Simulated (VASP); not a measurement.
# CdS (rocksalt type) (Fm-3m) in VASP: a series of runs, part 2 of 2

VASP 6.6.1. The steps go on from the part before.

**3. Single point, PBEsol (volume scaled by 0.64)**

The input, INCAR:

```
SYSTEM = CdS
  ALGO = Normal
  EDIFF = 1E-6
  ENCUT = 520
  GGA = PS
  ISIF = 2
  ISMEAR = -1
  LASPH = .TRUE.
  LCHARG = .FALSE.
  LREAL = .FALSE.
  LWAVE = .FALSE.
  NBANDS = 16
  NELM = 100
  PREC = Accurate
  SIGMA = 0.08
```

The input, KPOINTS:

```
k-points
0
G
  13 13 13
  0 0 0
```

The input, POSCAR:

```
CdS
1.0
    0.0000000000      2.3255329754      2.3255329754
    2.3255329754      0.0000000000      2.3255329754
    2.3255329754      2.3255329754      0.0000000000
Cd S
1 1
Direct
    0.0000000000      0.0000000000      0.0000000000
    0.5000000000      0.5000000000      0.5000000000
```

Potentials or basis: VASP PAW PBE potentials, release 64 (Cd, S).

The run is started by

```bash
$ cat potpaw_PBE.64/Cd/POTCAR potpaw_PBE.64/S/POTCAR > POTCAR
$ mpirun -np 1 vasp_std > vasp.out
```

OUTCAR:

```text
SYSTEM = CdS
   EDIFF = 1E-6
   ENCUT = 520
   GGA = PS
   ISIF = 2
   ISMEAR = -1
   LASPH = .TRUE.
   LREAL = .FALSE.
   NELM = 100
   PREC = Accurate

 ion  position               nearest neighbor table
   1  0.000  0.000  0.000-   2 2.33   2 2.33   2 2.33   2 2.33   2 2.33   2 2.33
   2  0.500  0.500  0.500-   1 2.33   1 2.33   1 2.33   1 2.33   1 2.33   1 2.33

  LATTYP: Found a face centered cubic cell.
 ALAT       =     4.6510659508

  Lattice vectors:

 A1 = (   0.0000000000,   2.3255329754,   2.3255329754)
 A2 = (   2.3255329754,   0.0000000000,   2.3255329754)
 A3 = (   2.3255329754,   2.3255329754,   0.0000000000)

Analysis of symmetry for initial positions (statically):
=====================================================================
 Subroutine PRICEL returns:
 Original cell was already a primitive cell.

 Routine SETGRP: Setting up the symmetry group for a
 face centered cubic supercell.

 Subroutine GETGRP returns: Found 48 space group operations
 (whereof 48 operations were pure point group operations)
 out of a pool of 48 trial point group operations.

The static configuration has the point symmetry O_h .

Analysis of symmetry for dynamics (positions and initial velocities):
=====================================================================
 Subroutine PRICEL returns:
 Original cell was already a primitive cell.

 Routine SETGRP: Setting up the symmetry group for a
 face centered cubic supercell.

 Subroutine GETGRP returns: Found 48 space group operations
 (whereof 48 operations were pure point group operations)
 out of a pool of 48 trial point group operations.

The dynamic configuration has the point symmetry O_h .

 Subroutine INISYM returns: Found 48 space group operations
 (whereof 48 operations are pure point group operations),
 and found     1 'primitive' translations

----------------------------------------------------------------------------------------

                                     Primitive cell

  volume of cell :      25.1534

[... 102 lines left out ...]
   EFERMI =   0.00;   METHOD = LEGACY
   ISMEAR =    -1;   SIGMA  =   0.08  broadening in eV -4-tet -1-fermi 0-gaus
   EFERMI_NEDOS =   21; number of points for ismear=-14 and -15
   IALGO  =     38    algorithm
   IMIX   =      4    mixing-type and parameters
     AMIX     =   0.40;   BMIX     =  1.00
     AMIX_MAG =   1.60;   BMIX_MAG =  1.00
  volume/ion in A,a.u.               =      12.58        84.87
  Fermi-wavevector in a.u.,A,eV,Ry     =   1.464310  2.767146 29.173682  2.144205
  Thomas-Fermi vector in A             =   2.580302
   LORBIT       =      0    0 simple, 1 ext, 2 COOP (PROOUT), +10 PAW based schemes
   GGA     = PS    functional components
   LHFCALC =     F    Hartree Fock is set to
   AEXX    =    0.0000 exact exchange contribution
   IVDW    =     0    specifies the selected vdW correction
   LEPSILON=     F    determine dielectric tensor
   LRPA    =     F    only Hartree local field effects (RPA)
 non-spin polarized calculation
  energy-cutoff  :      520.00
  volume of cell :       25.15
 maximum number of plane-waves:       688
   NGX = 13   NGY = 13   NGZ = 13

 number of electron      18.0000006 magnetization

 Free energy of the ion-electron system (eV)
  ---------------------------------------------------
  ext. energy  EPLUGINS =         0.00000000
  ---------------------------------------------------
  free energy    TOTEN  =        -3.40953358 eV

  energy without entropy =       -3.40527561  energy(sigma->0) =       -3.40740460

 E-fermi :   9.5817     XC(G=0): -13.1966

 val. band max:        9.5720101312   @ k =  -0.4615   0.4615   0.0000
 cond. band min:       9.7462728682   @ k =   0.3846   0.3846   0.0000
 fundamental gap:      0.1742627370
 Fermi energy:         9.5816638091

 k-point     1 :       0.0000    0.0000    0.0000
  band No.  band energies     occupation
      1      -8.5308      2.00000
      2      -0.7498      2.00000
      3      -0.7498      2.00000
      4      -0.7498      2.00000
      5      -0.7340      2.00000
      6      -0.7340      2.00000
[... 433 lines left out ...]
      3      -1.4526      2.00000
      4      -1.4369      2.00000
      5      -0.0217      2.00000
      6       0.0583      2.00000
[... 8 lines left out ...]
     15      23.3882      0.00000
     16      24.8053      0.00000

 [... further k-points ...]
[... 5 lines left out ...]
  --------------------------------------------------------------------------------------
  -------------------------------------------------------------------------------------
  Total       17.3185333     17.3185333     17.3185333     -0.0000000     -0.0000000      0.0000000
  in kB     1103.1236361   1103.1236361   1103.1236361     -0.0000000     -0.0000000      0.0000000
  external PRESSURE =    1103.1236361 kB  Pullay stress =       0.0000000 kB

 VOLUME and BASIS-vectors are now :
 -----------------------------------------------------------------------------
  energy-cutoff  :      520.00
  volume of cell :       25.15
      direct lattice vectors                 reciprocal lattice vectors
     0.000000000  2.325532975  2.325532975    -0.215004477  0.215004477  0.215004477
     2.325532975  0.000000000  2.325532975     0.215004477 -0.215004477  0.215004477
     2.325532975  2.325532975  0.000000000     0.215004477  0.215004477 -0.215004477

 POSITION                                       TOTAL-FORCE (eV/Angst)
 -----------------------------------------------------------------------------------
      0.00000      0.00000      0.00000         0.000000      0.000000      0.000000
      2.32553      2.32553      2.32553         0.000000      0.000000     -0.000000
 -----------------------------------------------------------------------------------
    total drift:                                0.000000     -0.000000     -0.000000

  FREE ENERGIE OF THE ION-ELECTRON SYSTEM (eV)
  ---------------------------------------------------
  free  energy   TOTEN  =        -3.4095335789 eV

  energy  without entropy=       -3.4052756130  energy(sigma->0) =       -3.40740460
```

stdout:

```text
POSCAR found type information on POSCAR CdS
 POSCAR found :  2 types and       2 ions
 scaLAPACK will be used
 -----------------------------------------------------------------------------
|                                                                             |
|                                                                             |
|     You enforced a specific xc type in the INCAR file but a different       |
|     I HOPE YOU KNOW WHAT YOU ARE DOING!                                     |
|                                                                             |
 -----------------------------------------------------------------------------

 LDA part: xc-table for (Slater+PW92), standard interpolation
 POSCAR, INCAR and KPOINTS ok, starting setup
 FFT: planning ... GRIDC
 FFT: planning ... GRID_SOFT
 FFT: planning ... GRID
 WAVECAR not read
 entering main loop
```

It took 17 s on 1 thread of AMD EPYC 7R13 (Zen 3), shared host; peak memory 0.13 GiB.

Results:

```
Free energy            : -3.4095 eV
Pressure               : 110.3 GPa
Band gap on the k mesh : zero (band 9 reaches 9.51 eV, above the bottom of band 10 at 9.21 eV)
```

Levels at points of the mesh, in eV from the Fermi level:
```
           k point  band 7  band 8  band 9  band 10  band 11  band 12
(0.00, 0.00, 0.00)   -2.53   -2.53   -2.53     3.64     8.77     8.77
```

Caveat: the PAW data sets were made with another functional, which shifts forces and pressure a little.
